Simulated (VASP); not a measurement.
LiF: single point with LDA

Crystal: LiF.

```
CELL_PARAMETERS angstrom
2.92883 0.00000 0.00000
-1.46441 2.53644 0.00000
0.00000 0.00000 4.18910
ATOMIC_POSITIONS crystal
Li 0.33333 0.66667 0.38398
Li 0.66667 0.33333 0.88398
F 0.33333 0.66667 0.99102
F 0.66667 0.33333 0.49102
```

This cell differs from its parent crystal: volume 7.780 Å^3 an atom, c/a of the conventional cell 1.4303.

```yaml
Program: VASP 6.6.1
Task: single point
Functional: LDA
Potentials_or_basis: VASP PAW LDA potentials, release 64 (Li_sv, F)
Cutoff: 520 eV
k_mesh: 9 × 9 × 6
Occupations: gaussian, width 0.05 eV
Spin: no spin polarisation
Dipole_correction: no
Further_INCAR_settings: ALGO = Normal; EDIFF = 1e-06; NBANDS = 18
```

* Largest force: 0.853 eV/Å
* Band gap on the k mesh: 8.76 eV, direct

Forces on the atoms (eV/Å):
```
Li   0.000  0.000  0.853
Li   0.000  0.000  0.853
F    0.000  0.000 -0.853
F    0.000  0.000 -0.853
```

Levels at points of the mesh, in eV from the valence-band top:
| k point | band 6 | band 7 | band 8 | band 9 | band 10 | band 11 | band 12 | band 13 | band 14 | band 15 |
| --- | --- | --- | --- | --- | --- | --- | --- | --- | --- | --- |
| (0.00, 0.00, 0.00) | -1.04 | -1.04 | -0.38 | -0.38 | 0.00 | 8.76 | 13.90 | 17.82 | 18.97 | 18.97 |
| (0.00, 0.00, 0.50) | -1.61 | -0.71 | -0.71 | -0.71 | -0.71 | 10.72 | 10.72 | 19.30 | 19.30 | 19.30 |

It took 17 s on 1 thread of Intel(R) Xeon(R) Platinum 8259CL CPU @ 2.50GHz (Skylake/Cascade Lake) (shared host), peak memory 0.14 GiB.

 A k mesh can miss the band edges.
